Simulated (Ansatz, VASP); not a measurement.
## BN in VASP and in Ansatz

```
B N
1.0
     0.00000    1.73750    1.93788
     1.93788    0.00000    1.93788
     1.93788    1.73750    0.00000
B N
1 1
Direct
  0.00000 0.00000 0.00000
  0.75000 0.75000 0.75000
```

Alike in both runs: task single point; functional PBE; k mesh 12 × 12 × 12; occupations gaussian, width 0.05 eV; no spin polarisation.

|  | VASP | Ansatz |
| --- | --- | --- |
| version | VASP 6.6.1 | Ansatz 0.2.0 |
| potentials or method | VASP PAW PBE potentials, release 64 (B, N), cutoff 520 eV | scalar-relativistic, plane waves, PAW |
| valence electrons in the cell | 8 | 8 |

```csv
,VASP,Ansatz,Ansatz less VASP
gap on the k mesh at the Fermi level (eV),2.79,2.80,+0.009
least direct gap on the mesh (eV),7.38,7.39,+0.008
```

With one functional, cell and mesh, what is left measures potentials, basis and numerics.
